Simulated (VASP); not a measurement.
## Cu: single point with LDA

Cu:

```
CELL_PARAMETERS angstrom
-1.42740 1.42740 1.34108
1.42740 -1.42740 1.34108
2.85479 2.85479 0.00000
ATOMIC_POSITIONS crystal
Cu 0.95947 0.95947 0.00000
Cu 0.54053 0.54053 0.50000
```

This cell differs from its parent crystal: mode 1 frozen in at +0.000 Å and mode 5 at -0.109 Å (largest displacements).

```yaml
Program: VASP 6.6.1
Task: single point
Functional: LDA
Potentials_or_basis: VASP PAW LDA potentials, release 64 (Cu)
Cutoff: 520 eV
k_mesh: 20 × 20 × 12
Occupations: gaussian, width 0.15 eV
Spin: no spin polarisation
```

```
Pressure               : 2.7 GPa
Largest force          : 0.755 eV/Å
Band gap on the k mesh : zero (band 11 reaches 12.97 eV, above the bottom of band 12 at 6.19 eV)
```

Forces in eV/Å, atoms in the order of the input:
```
Cu   0.000  0.000  0.755
Cu   0.000  0.000 -0.755
```

Stress tensor (GPa, compression positive):
```
3.59 2.74 0.00
2.74 3.59 0.00
0.00 0.00 0.97
```

Levels at points of the mesh, in eV from the Fermi level:
| k point | band 9 | band 10 | band 11 | band 12 | band 13 | band 14 |
| --- | --- | --- | --- | --- | --- | --- |
| (0.00, 0.00, 0.00) | -2.28 | -2.08 | -1.57 | -1.08 | 4.32 | 19.51 |
| (0.50, 0.00, 0.00) | -1.93 | -1.82 | 0.13 | 0.92 | 8.50 | 8.91 |
| (0.50, 0.50, 0.00) | -1.55 | -1.47 | -1.09 | 4.30 | 7.69 | 7.70 |
| (0.00, 0.00, 0.50) | -2.27 | -2.27 | -2.16 | -2.16 | 13.40 | 13.40 |
| (0.50, 0.00, 0.50) | -1.53 | -1.53 | -0.40 | -0.40 | 4.92 | 4.92 |
| (0.50, 0.50, 0.50) | -1.56 | -1.56 | 3.01 | 3.01 | 5.06 | 5.06 |

Wall time 3.3 min on 1 thread of Intel(R) Xeon(R) Platinum 8488C (Sapphire Rapids) (shared host), peak memory 0.33 GiB.

Caveat: the cell differs from its parent crystal (mode 1 frozen in at +0.000 Å and mode 5 at -0.109 Å (largest displacements)).
